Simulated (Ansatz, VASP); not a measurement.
# H in VASP and in Ansatz

INCAR

```
SYSTEM = H
  ALGO = Normal
  EDIFF = 1E-6
  ENCUT = 520
  GGA = PE
  ISIF = 2
  ISMEAR = 0
  LASPH = .TRUE.
  LCHARG = .TRUE.
  LELF = .TRUE.
  LREAL = .FALSE.
  LVHAR = .TRUE.
  LWAVE = .FALSE.
  NBANDS = 6
  NELM = 60
  PREC = Accurate
  SIGMA = 0.1
```

KPOINTS

```
k-points
0
G
  8 8 22
  0 0 0
```

The input POSCAR:

```
H
1.0
    2.6496387389      0.0000000000      0.0000000000
    0.0000000000      2.6496387389      0.0000000000
    0.0000000000      0.0000000000      0.9804929200
H
1
Direct
    0.0000000000      0.0000000000      0.5000000000
```

Input for Ansatz:

```yaml
crystal:
  lattice:
    - [2.6496387389, 0.0, 0.0]
    - [0.0, 2.6496387389, 0.0]
    - [0.0, 0.0, 0.98049292]
  atoms:
    - { symbol: H, position: [0.0, 0.0, 0.5] }
basis:
  ecutwfc: 420
kpoints:
  mp_grid: { grid: [8, 8, 22] }
hamiltonian:
  xc: pbe
scf:
  occupations: { method: gaussian, width: 0.1 }
output:
  forces: true
  stress: true
  eigenvalues: true
```

Alike in both runs: task single point; functional PBE; k mesh 8 × 8 × 22; occupations gaussian, width 0.1 eV; no spin polarisation.

```csv
,VASP,Ansatz
version,VASP 6.6.1,Ansatz 0.2.0
potentials or method,"VASP PAW PBE potentials, release 64 (H), cutoff 520 eV","scalar-relativistic, plane waves, PAW"
valence electrons in the cell,1,1
```

```tsv
	VASP	Ansatz	Ansatz less VASP
pressure (GPa)	1.5	1.8	+0.29
traceless stress, the component that is largest in VASP (GPa)	-1.75	-1.75	-0.002
```
